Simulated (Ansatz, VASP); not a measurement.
## Au: VASP beside Ansatz

```
CELL_PARAMETERS angstrom
2.94010 0.00000 0.00000
0.00000 2.94010 0.00000
0.00000 0.00000 22.23690
ATOMIC_POSITIONS crystal
Au 0.25000 0.25000 0.35976
Au 0.75000 0.75000 0.45325
Au 0.25000 0.25000 0.54675
Au 0.75000 0.75000 0.64024
```

Alike in both runs: task single point; functional PBE; k mesh 12 × 12 × 1; occupations fermi-dirac, width 0.05 eV; no spin polarisation.

|  | VASP | Ansatz |
| --- | --- | --- |
| version | VASP 6.6.1 | Ansatz 0.2.0 |
| potentials or method | VASP PAW PBE potentials, release 64 (Au) | PAW with Ansatz's default frozen-core files, scalar-relativistic |
| plane-wave cutoff (eV) | 520 | 420 |
| valence electrons in the cell | 44 | 76 |

```tsv
	VASP	Ansatz	Ansatz less VASP
rms of the force components (eV/Å)	0.059	0.057	-0.0020
```

Atom by atom the forces differ by 0.003 eV/Å (rms over components). VASP's potentials hold 44 valence electrons a cell and Ansatz's 76, so a difference there can come from the potentials and not from the codes.

Spin-orbit coupling is off throughout.
